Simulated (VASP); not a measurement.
Wanted: the native input for a VASP 6.6.1 run.

- Task: single point
- Functional: BLYP
- Potentials or basis: VASP PAW PBE potentials, release 64 (K_sv)
- Cutoff: 520 eV
- k mesh: 9 × 9 × 9
- Occupations: fermi-dirac, width 0.1 eV
- Spin: no spin polarisation
- Dipole correction: no
- Further INCAR settings: ALGO = Normal; EDIFF = 1e-06; NBANDS = 10

The structure of K lies in POSCAR:

```
K
1.0
    0.0000000000      3.2688428462      3.2688428462
    3.2688428462      0.0000000000      3.2688428462
    3.2688428462      3.2688428462      0.0000000000
K
1
Direct
    0.0000000000      0.0000000000      0.0000000000
```

This cell differs from its parent crystal: volume scaled by 0.92.

The input as run:

INCAR

```
PREC = Accurate ; ENCUT = 520
EDIFF = 1E-6 ; ISMEAR = -1
SIGMA = 0.1 ; LREAL = F
LASPH = T ; NELM = 60
ALGO = Normal ; ISIF = 2
LWAVE = F ; LCHARG = F
GGA = B5 ; ALDAX = 1.0
AGGAX = 1.0 ; AGGAC = 1.0
ALDAC = 0.0 ; NBANDS = 10
```

KPOINTS

```
regular mesh
0
Gamma
  9 9 9
```

Potentials or basis: VASP PAW PBE potentials, release 64 (K_sv).

Launch:

```bash
$ cat potpaw_PBE.64/K_sv/POTCAR > POTCAR
$ mpirun -np 1 vasp_std > vasp.out
```

Results of the run:

The pressure is 0.3 GPa.

Caveat: the PAW data sets were made with another functional, which shifts forces and pressure a little.

Run time: 29 s on 1 thread of Intel Xeon 6975P-C, on a shared host, peak memory 0.2 GiB.
